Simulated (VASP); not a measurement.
# LiCoN4 (P2_1/c) in VASP: notebook

LiCoN4 is run at these levels: PBE; tasks: single point.

Everything below comes from runs of VASP 6.6.1. Logs are shortened: lines on timing, memory, paths and dates and some standing lists are left out, and cuts for length are marked.

### Step 1. The cell of the first run

The structure is monoclinic, space group P2_1/c (No. 14). Conventional cell: a = 5.134 Å, b = 4.395 Å, c = 5.232 Å, α = 90.00°, β = 114.12°, γ = 90.00°. Within 2.5 Å of Li (site symmetry -1) lie 6 N at 1.89 to 1.99 Å. Within 2.3 Å of Co (site symmetry -1) lie 6 N at 1.73 to 1.89 Å. N (site symmetry 1) has 2 Co at 1.82 to 1.89 Å and 1 Li at 1.89 Å within 2.4 Å. N (site symmetry 1) has 1 Co at 1.73 Å and 2 Li at 1.90 to 1.99 Å within 2.3 Å.

### Step 2. Single point, PBE, collinear spin, antiferromagnetic start

INCAR

```
ALGO     = Normal         # electronic algorithm
EDIFF    = 1E-6           # SCF threshold, eV
ENCUT    = 520            # plane-wave cutoff, eV
GGA      = PE             # functional
ISIF     = 2              # what is computed and relaxed
ISMEAR   = 1              # smearing method
ISPIN    = 2              # spin polarisation
ISYM     = 0            
LASPH    = T              # aspherical terms in the spheres
LCHARG   = T              # write CHGCAR
LELF     = T              # ELF
LMAXMIX  = 4              # l up to which the mixer works
LORBIT   = 11             # projections on sites
LREAL    = F              # projectors in reciprocal space
LVHAR    = T            
LWAVE    = F              # write WAVECAR
MAGMOM   = 0 0 3 -3 0 0 0 0 0 0 0 0 # initial moments
NBANDS   = 48             # bands
NELM     = 150            # most SCF steps
PREC     = Accurate       # precision mode
SIGMA    = 0.0286         # smearing width, eV
```

KPOINTS

```
Automatic mesh
0
Gamma
  4 4 4
  0 0.5 0
```

POSCAR

```
LiCoN4
1.0
    5.1340066300      0.0000000000      0.0000000000
    0.0000000000      4.3947072700      0.0000000000
   -2.1378184900      0.0000000000      4.7753610700
Li Co N
2 2 8
Direct
    0.5000000000      0.5000000000      0.0000000000
    0.5000000000      0.0000000000      0.5000000000
    0.0000000000      0.0000000000      0.0000000000
    0.0000000000      0.5000000000      0.5000000000
    0.8532000000      0.7948000000      0.6684000000
    0.1468000000      0.2948000000      0.8316000000
    0.1468000000      0.2052000000      0.3316000000
    0.8532000000      0.7052000000      0.1684000000
    0.3246000000      0.6853000000      0.6213000000
    0.6754000000      0.1853000000      0.8787000000
    0.6754000000      0.3147000000      0.3787000000
    0.3246000000      0.8147000000      0.1213000000
```

Potentials or basis: VASP PAW PBE potentials, release 64 (Li_sv, Co, N).

Command:

```sh
> cat potpaw_PBE.64/Li_sv/POTCAR potpaw_PBE.64/Co/POTCAR potpaw_PBE.64/N/POTCAR > POTCAR
> mpirun -np 1 vasp_std > vasp.out
```

OUTCAR:

```text
EDIFF = 1E-6
   ENCUT = 520
   GGA = PE
   ISIF = 2
   ISMEAR = 1
   ISPIN = 2
   ISYM = 0
   LASPH = T
   LORBIT = 11
   LREAL = F
   NELM = 150
   PREC = Accurate

 ion  position               nearest neighbor table
   1  0.500  0.500  0.000-   6 1.89   8 1.89  10 1.90  12 1.90  11 1.99   9 1.99   4 2.82   4 2.82

   2  0.500  0.000  0.500-   5 1.89   7 1.89   9 1.90  11 1.90  10 1.99  12 1.99   3 2.82   3 2.82

   3  0.000  0.000  0.000-  10 1.73  12 1.73   5 1.82   7 1.82   6 1.89   8 1.89   2 2.82   2 2.82

   4  0.000  0.500  0.500-   9 1.73  11 1.73   6 1.82   8 1.82   7 1.89   5 1.89   1 2.82   1 2.82

   5  0.853  0.795  0.668-   3 1.82   4 1.89   2 1.89
   6  0.147  0.295  0.832-   4 1.82   3 1.89   1 1.89
   7  0.147  0.205  0.332-   3 1.82   4 1.89   2 1.89
   8  0.853  0.705  0.168-   4 1.82   3 1.89   1 1.89
   9  0.325  0.685  0.621-   4 1.73   2 1.90   1 1.99
  10  0.675  0.185  0.879-   3 1.73   1 1.90   2 1.99
  11  0.675  0.315  0.379-   4 1.73   2 1.90   1 1.99
  12  0.325  0.815  0.121-   3 1.73   1 1.90   2 1.99

IMPORTANT INFORMATION: All symmetrisations will be switched off!
NOSYMM: (Re-)initialisation of all symmetry stuff for point group C_1.

----------------------------------------------------------------------------------------

                                     Primitive cell

  volume of cell :     107.7439

  direct lattice vectors                    reciprocal lattice vectors
     5.134006630  0.000000000  0.000000000     0.194779647  0.000000000  0.087198334
     0.000000000  4.394707270  0.000000000     0.000000000  0.227546441  0.000000000
    -2.137818490  0.000000000  4.775361070     0.000000000  0.000000000  0.209408249

  length of vectors
     5.134006630  4.394707270  5.232049431     0.213407264  0.227546441  0.209408249

  position of ions in fractional coordinates (direct lattice)
     0.500000000  0.500000000  0.000000000
     0.500000000  0.000000000  0.500000000
     0.000000000  0.000000000  0.000000000
     1.000000000  0.500000000  0.500000000
     0.853200000  0.794800000  0.668400000
     0.146800000  0.294800000  0.831600000
     0.146800000  0.205200000  0.331600000
     0.853200000  0.705200000  0.168400000
     0.324600000  0.685300000  0.621300000
     0.675400000  0.185300000  0.878700000
     0.675400000  0.314700000  0.378700000
     0.324600000  0.814700000  0.121300000

  ion indices of the primitive-cell ions
   primitive index   ion index
                 1           1
                 2           2
                 3           3
                 4           4
                 5           5
                 6           6
                 7           7
                 8           8
                 9           9
                10          10
                11          11
                12          12

----------------------------------------------------------------------------------------

 KPOINTS: Automatic mesh

Automatic generation of k-mesh.
 Grid dimensions read from file:
 generate k-points for:    4    4    4

 Generating k-lattice:

  Cartesian coordinates                     Fractional coordinates (reciprocal lattice)
     0.048694912  0.000000000  0.021799584     0.250000000  0.000000000 -0.000000000
     0.000000000  0.056886610  0.000000000     0.000000000  0.250000000  0.000000000
     0.000000000  0.000000000  0.052352062     0.000000000  0.000000000  0.250000000

  Length of vectors
     0.053351816  0.056886610  0.052352062

  Shift w.r.t. Gamma in fractional coordinates (k-lattice)
     0.000000000  0.500000000  0.000000000

 Subroutine IBZKPT returns following result:
 ===========================================

 Found     32 irreducible k-points:

 Following reciprocal coordinates:
            Coordinates               Weight
  0.000000  0.125000  0.000000      2.000000
  0.250000  0.125000 -0.000000      2.000000
 -0.250000  0.125000  0.000000      2.000000
  0.500000  0.125000 -0.000000      2.000000
  0.000000  0.375000  0.000000      2.000000
[... 32 lines left out ...]
   ISPIN  =      2    spin polarized calculation?
   LNONCOLLINEAR =      F non collinear calculations
   LSORBIT =      F    spin-orbit coupling
   LASPH  =      T    aspherical Exc in radial PAW
   ENCUT  =  520.0 eV  38.22 Ry    6.18 a.u.   9.55  8.17  9.73*2*pi/ulx,y,z
   NELM   =    150;   NELMIN=  2; NELMDL= -5     # of ELM steps
   EDIFF  = 0.1E-05   stopping-criterion for ELM
   LREAL  =      F    real-space projection
   EDIFFG = 0.1E-04   stopping-criterion for IOM
   NSW    =      0    number of steps for IOM
   IBRION =     -1    ionic relax: 0-MD 1-quasi-New 2-CG
   NFREE  =      0    steps in history (QN), initial steepest desc. (CG)
   ISIF   =      2    stress and relaxation
   ISYM   =      0    0-nonsym 1-usesym 2-fastsym
   POTIM  = 0.5000    time-step for ionic-motion
   TEBEG  =    0.0;   TEEND  =   0.0 temperature during run
   PSTRESS=    0.0 pullay stress
   NELECT =      64.0000    total number of electrons
   NUPDOWN=      -1.0000    fix difference up-down
   EMIN   =  10.00;   EMAX   =-10.00  energy-range for DOS
   EFERMI =   0.00;   METHOD = LEGACY
   ISMEAR =     1;   SIGMA  =   0.03  broadening in eV -4-tet -1-fermi 0-gaus
   EFERMI_NEDOS =   21; number of points for ismear=-14 and -15
   IALGO  =     38    algorithm
   IMIX   =      4    mixing-type and parameters
     AMIX     =   0.40;   BMIX     =  1.00
     AMIX_MAG =   1.60;   BMIX_MAG =  1.00
  volume/ion in A,a.u.               =       8.98        60.59
  Fermi-wavevector in a.u.,A,eV,Ry     =   1.376165  2.600575 25.767137  1.893831
  Thomas-Fermi vector in A             =   2.501435
   LORBIT       =     11    0 simple, 1 ext, 2 COOP (PROOUT), +10 PAW based schemes
   GGA     = PE    functional components
   LHFCALC =     F    Hartree Fock is set to
   AEXX    =    0.0000 exact exchange contribution
   IVDW    =     0    specifies the selected vdW correction
   LEPSILON=     F    determine dielectric tensor
   LRPA    =     F    only Hartree local field effects (RPA)
 spin polarized calculation
 Methfessel and Paxton  Order N= 1 SIGMA  =   0.03
  energy-cutoff  :      520.00
  volume of cell :      107.74
 maximum number of plane-waves:      2919
 NGX is ok and might be reduce to    40
   NGX = 19   NGY = 17   NGZ = 19

 number of electron      63.9999998 magnetization      -0.0022950

 number of electron      63.9999998 magnetization       0.0001441

 Free energy of the ion-electron system (eV)
  ---------------------------------------------------
  ext. energy  EPLUGINS =         0.00000000
  ---------------------------------------------------
  free energy    TOTEN  =       -63.57558150 eV

  energy without entropy =      -63.57510755  energy(sigma->0) =      -63.57542352

 E-fermi :   3.9947     XC(G=0): -11.3634

 val. band max:        3.9884379646   @ k =   0.5000   0.1250  -0.2500
 cond. band min:       3.9967117290   @ k =   0.2500   0.3750  -0.0000
 fundamental gap:      0.0082737644
 Fermi energy:         3.9947117876

 spin component 1

 k-point     1 :       0.0000    0.1250    0.0000
  band No.  band energies     occupation
      1     -38.6125      1.00000
      2     -38.6054      1.00000
      3     -12.1962      1.00000
      4      -9.5230      1.00000
      5      -9.5145      1.00000
      6      -9.4024      1.00000
[... 1117 lines left out ...]
     43       8.1073      0.00000
     44       8.5258      0.00000

 [... further k-points ...]

 spin component 2

 k-point     1 :       0.0000    0.1250    0.0000
  band No.  band energies     occupation
      1     -38.6126      1.00000
      2     -38.6055      1.00000
      3     -12.1964      1.00000
      4      -9.5232      1.00000
      5      -9.5148      1.00000
      6      -9.4026      1.00000
[... 1117 lines left out ...]
     43       8.1073      0.00000
     44       8.5260      0.00000

 [... further k-points ...]

 [bands above 44 left out]

------------------------ aborting loop because EDIFF is reached ----------------------------------------

  FORCE on cell =-STRESS in cart. coord.  units (eV):
  Direction    XX          YY          ZZ          XY          YZ          ZX
  --------------------------------------------------------------------------------------
  -------------------------------------------------------------------------------------
  Total        8.5230673      5.6309828      6.0270887      0.0008528     -0.0007610      5.2828223
  in kB      126.7400595     83.7340681     89.6242585      0.0126819     -0.0113167     78.5568379
  external PRESSURE =     100.0327954 kB  Pullay stress =       0.0000000 kB

 VOLUME and BASIS-vectors are now :
 -----------------------------------------------------------------------------
  energy-cutoff  :      520.00
  volume of cell :      107.74
      direct lattice vectors                 reciprocal lattice vectors
     5.134006630  0.000000000  0.000000000     0.194779647  0.000000000  0.087198334
     0.000000000  4.394707270  0.000000000     0.000000000  0.227546441  0.000000000
    -2.137818490  0.000000000  4.775361070     0.000000000  0.000000000  0.209408249

 POSITION                                       TOTAL-FORCE (eV/Angst)
 -----------------------------------------------------------------------------------
      2.56700      2.19735      0.00000        -0.000006      0.000046     -0.000034
      1.49809      0.00000      2.38768        -0.000020     -0.000038      0.000016
      0.00000      0.00000      0.00000         0.000061     -0.000029      0.000089
     -1.06891      2.19735      2.38768         0.000004     -0.000012     -0.000047
      2.95142      3.49291      3.19185         0.365406     -0.230218     -0.655795
     -1.02414      1.29556      3.97119        -0.365364     -0.230183      0.655836
      0.04477      0.90179      1.58351        -0.365459      0.230249      0.655750
      4.02033      3.09915      0.80417         0.365358      0.230179     -0.655840
      0.33827      3.01169      2.96693         0.617971      1.315696     -0.168825
      1.58901      0.81434      4.19611        -0.617976      1.315684      0.168852
      2.65792      1.38301      1.80843        -0.617951     -1.315680      0.168839
      1.40718      3.58037      0.57925         0.617977     -1.315693     -0.168841
 -----------------------------------------------------------------------------------
    total drift:                               -0.000008     -0.000010     -0.000020

  FREE ENERGIE OF THE ION-ELECTRON SYSTEM (eV)
  ---------------------------------------------------
  free  energy   TOTEN  =       -63.5755815009 eV

  energy  without entropy=      -63.5751075535  energy(sigma->0) =      -63.57542352

 total charge

# of ion       s       p       d       tot
------------------------------------------
    1        2.054   0.114   0.000   2.168
    2        2.054   0.114   0.000   2.168
    3        0.620   1.110   7.377   9.106
    4        0.620   1.110   7.377   9.106
    5        1.347   2.156   0.000   3.502
    6        1.347   2.156   0.000   3.502
    7        1.347   2.156   0.000   3.502
    8        1.347   2.156   0.000   3.502
    9        1.358   2.120   0.000   3.478
   10        1.358   2.121   0.000   3.478
   11        1.358   2.120   0.000   3.478
   12        1.358   2.121   0.000   3.478
--------------------------------------------------
tot         16.165  19.551  14.753  50.470

 magnetization (x)

# of ion       s       p       d       tot
------------------------------------------
    1        0.000   0.000   0.000   0.000
    2        0.000   0.000   0.000   0.000
    3        0.000   0.000   0.001   0.001
    4        0.000   0.000   0.000   0.001
    5        0.000   0.000   0.000   0.000
    6       -0.000  -0.000   0.000  -0.000
    7       -0.000  -0.000   0.000  -0.000
    8        0.000   0.000   0.000   0.000
    9        0.000  -0.000   0.000  -0.000
   10        0.000   0.000   0.000   0.000
   11       -0.000  -0.000   0.000  -0.001
   12        0.000   0.001   0.000   0.001
--------------------------------------------------
tot          0.000  -0.001   0.001   0.001
```

Wall time 24 min (1 thread of Intel Xeon Platinum 8259CL at 2.50GHz (Skylake/Cascade Lake), shared host); peak memory 0.43 GiB.

Results:

```yaml
Free_energy: -63.5756 eV
Largest_force: 1.463 eV/Å
Band_gap_on_the_k_mesh: zero (filled and empty bands overlap)
Net_moment: 0.00 μB per cell
Valence_electrons_inside_the_program's_atomic_spheres: Li 2.17; Co 9.11; N 3.50, 3.48
```

Forces in eV/Å, atoms in the order of the input:
```
Li   0.000  0.000  0.000
Li   0.000  0.000  0.000
Co   0.000  0.000  0.000
Co   0.000  0.000  0.000
N    0.365 -0.230 -0.656
N   -0.365 -0.230  0.656
N   -0.365  0.230  0.656
N    0.365  0.230 -0.656
N    0.618  1.316 -0.169
N   -0.618  1.316  0.169
N   -0.618 -1.316  0.169
N    0.618 -1.316 -0.169
```

Levels at points of the mesh, in eV from the Fermi level:
Spin up:
| k point | band 28 | band 29 | band 30 | band 31 | band 32 | band 33 | band 34 | band 35 | band 36 | band 37 |
| --- | --- | --- | --- | --- | --- | --- | --- | --- | --- | --- |
| (0.00, 0.12, 0.00) | -1.47 | -0.69 | -0.68 | -0.26 | 0.03 | 0.11 | 0.35 | 0.81 | 0.93 | 1.16 |
Spin down:
```tsv
k point	band 28	band 29	band 30	band 31	band 32	band 33	band 34	band 35	band 36	band 37
(0.00, 0.12, 0.00)	-1.47	-0.69	-0.68	-0.26	0.03	0.11	0.35	0.81	0.93	1.16
```

Caveat: the cutoff is under 1.25 times the usual one of these potentials, so pressure, stress and relaxed cells hold a basis-set (Pulay) error; the starting moments collapsed, and a magnetic state may lie lower; forces of over 1 eV/Å act on the atoms, so gaps and moduli don't describe the material at rest. With open d or f shells a metallic result of PBE can be an artefact of self-interaction; +U or a hybrid may open a gap.

### Step 3. Single point, PBE, collinear spin, antiferromagnetic start

INCAR

```
ALGO = Normal
EDIFF = 1E-6
ENCUT = 520
GGA = PE
ISIF = 2
ISMEAR = 1
ISPIN = 2
LASPH = T
LCHARG = F
LMAXMIX = 4
LORBIT = 11
LREAL = F
LWAVE = F
MAGMOM = 0 0 3 -3 0 0 0 0 0 0 0 0
NBANDS = 48
NELM = 150
PREC = Accurate
SIGMA = 0.0286
```

KPOINTS is that of step 2.

POSCAR is that of step 2.

Potentials or basis: VASP PAW PBE potentials, release 64 (Li_sv, Co, N).

Command:

```sh
> cat potpaw_PBE.64/Li_sv/POTCAR potpaw_PBE.64/Co/POTCAR potpaw_PBE.64/N/POTCAR > POTCAR
> mpirun -np 1 vasp_std > vasp.out
```

It took 7.3 min on 1 thread of Intel Xeon Platinum 8259CL at 2.50GHz (Skylake/Cascade Lake), shared host; peak memory 0.36 GiB.

It converged, with:

```
Free energy                                           : -63.5756 eV
Largest force                                         : 1.463 eV/Å
Band gap on the k mesh                                : zero (filled and empty bands overlap)
Net moment                                            : 0.00 μB per cell
Valence electrons inside the program's atomic spheres : Li 2.17; Co 9.11; N 3.50, 3.48
```

Forces in eV/Å, atoms in the order of the input:
```
Li   0.000  0.000  0.000
Li   0.000  0.000  0.000
Co   0.000  0.000  0.000
Co   0.000  0.000  0.000
N    0.366 -0.230 -0.656
N   -0.366 -0.230  0.656
N   -0.366  0.230  0.656
N    0.366  0.230 -0.656
N    0.618  1.316 -0.169
N   -0.618  1.316  0.169
N   -0.618 -1.316  0.169
N    0.618 -1.316 -0.169
```

Levels at points of the mesh, in eV from the Fermi level:
Spin up:
```tsv
k point	band 29	band 30	band 31	band 32	band 33	band 34	band 35	band 36
(0.00, 0.12, 0.00)	-0.69	-0.68	-0.26	0.03	0.11	0.35	0.81	0.93
```
Spin down:
```csv
k point,band 29,band 30,band 31,band 32,band 33,band 34,band 35,band 36
"(0.00, 0.12, 0.00)",-0.69,-0.68,-0.26,0.03,0.11,0.35,0.81,0.93
```

Caveat: the cutoff is under 1.25 times the usual one of these potentials, so pressure, stress and relaxed cells hold a basis-set (Pulay) error; the starting moments collapsed, and a magnetic state may lie lower; forces of over 1 eV/Å act on the atoms, so gaps and moduli don't describe the material at rest.
